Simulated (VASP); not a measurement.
A run of VASP 6.6.1 is set up as follows.

File INCAR:

```
PREC = Accurate
ENCUT = 520
EDIFF = 1E-6
ISMEAR = -1
SIGMA = 0.002
LREAL = Auto
LASPH = True
NELM = 150
ALGO = Normal
ISIF = 2
LWAVE = False
LCHARG = True
ISPIN = 2
MAGMOM = 0 0 0 0 0 0 0 0 0 0 0 0 0 0 0 0 1
LORBIT = 11
GGA = PE
LELF = True
LVHAR = True
NBANDS = 53
```

The input KPOINTS:

```
Automatic mesh
0
Gamma
  2 2 2
```

File POSCAR:

```
Si16O
1.0
    0.0000000000      5.4300000000      5.4300000000
    5.4300000000      0.0000000000      5.4300000000
    5.4300000000      5.4300000000      0.0000000000
Si O
16 1
Direct
    0.0567403315     -0.0557090239     -0.0259484346
    0.1165377532      0.0565561694      0.1488029466
    0.0116666667     -0.0244106814      0.5420718232
    0.1566298343      0.1543462247      0.5977716390
   -0.0282965009      0.5307274401     -0.0316482505
    0.1511049724      0.5807366483      0.1200368324
    0.0080110497      0.5051012891      0.4909392265
    0.1740699816      0.6168508287      0.5920073665
    0.4546777164      0.0799815838     -0.0234069982
    0.6650092081      0.0918047882      0.1054511971
    0.5180570902     -0.0023112339      0.4781675875
    0.6611325967      0.1623848987      0.5656445672
    0.5197053407      0.5009576427     -0.0209208103
    0.5949815838      0.6831215470      0.0986464088
    0.5420073665      0.5062799263      0.4394475138
    0.6448710866      0.6225322284      0.5993093923
   -0.0762338858      0.3066574586      1.0744106814
```

Potentials or basis: VASP PAW PBE potentials, release 64 (Si, O).

Run with:

```console
$ cat potpaw_PBE.64/Si/POTCAR potpaw_PBE.64/O/POTCAR > POTCAR
$ mpirun -np 1 vasp_std > vasp.out
```

(1) Predict the pressure.

(2) Estimate the largest force.

(3) Estimate the band gap on the k mesh.

## Answers

(1) 3.6 GPa.

(2) 3.840 eV/Å.

(3) 0.19 eV.

Caveat: the k points lie up to 0.50 Å⁻¹ apart; the atoms stand as in a frame of molecular dynamics; semilocal functionals underestimate gaps, and a narrow one can read as zero.
